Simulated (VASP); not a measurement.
# Mo: single point with RPBE

Crystal: Mo.

```
Mo
1.0
    -1.54495    1.54495    1.54495
     1.54495   -1.54495    1.54495
     1.54495    1.54495   -1.54495
Mo
1
Direct
  0.00000 0.00000 0.00000
```

This cell differs from its parent crystal: volume scaled by 0.92.

```yaml
Program: VASP 6.6.1
Task: single point
Functional: RPBE
Potentials_or_basis: VASP PAW PBE potentials, release 64 (Mo_sv)
Cutoff: 520 eV
k_mesh: 23 × 23 × 23
Occupations: fermi-dirac, width 0.1 eV
Spin: no spin polarisation
Dipole_correction: no
Further_INCAR_settings: ALGO = Normal; EDIFF = 1e-06; NBANDS = 13
```

```
Pressure               : 24.8 GPa
Band gap on the k mesh : zero (band 7 reaches 17.79 eV, above the bottom of band 8 at 12.14 eV)
```

Levels at points of the mesh, in eV from the Fermi level:
| k point | band 3 | band 4 | band 5 | band 6 | band 7 | band 8 | band 9 | band 10 | band 11 | band 12 |
| --- | --- | --- | --- | --- | --- | --- | --- | --- | --- | --- |
| (0.00, 0.00, 0.00) | -34.44 | -34.44 | -7.41 | -1.49 | -1.49 | -1.49 | 1.76 | 1.76 | 14.89 | 14.89 |

Wall time 39 s on 1 thread of Intel(R) Xeon(R) 6975P-C (Granite Rapids) (shared host), peak memory 0.17 GiB.

Caveat: the PAW data sets were made with another functional, which shifts forces and pressure a little.
